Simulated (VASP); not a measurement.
NaI:

```
Na I
1.0
     0.00000    3.54319    3.54319
     3.54319    0.00000    3.54319
     3.54319    3.54319    0.00000
Na I
1 1
Direct
  0.00000 0.00000 0.00000
  0.25000 0.25000 0.25000
```

Base run:

```yaml
Program: VASP 6.6.1
Functional: PBE0
Potentials_or_basis: VASP PAW PBE potentials, release 64 (Na_pv, I)
Cutoff: 520 eV
k_mesh: 4 × 4 × 4
Occupations: gaussian, width 0.01 eV
Spin: no spin polarisation
```

Its results: band gap on the k mesh 5.52 eV, direct; pressure 0.2 GPa.

After a change of settings the same cell gave: band gap on the k mesh 3.82 eV, direct; pressure 0.4 GPa. Which change was it?
A. functional from PBE0 to HSE06
B. functional from PBE0 to HF
C. functional from PBE0 to PBE

C.

PBE0 gives the wider gap, since exact exchange removes part of the self-interaction.

Caveats: spin-orbit coupling is left out, which moves the levels of the heavy elements; the PAW data sets were made with another functional, which shifts forces and pressure a little (some runs).
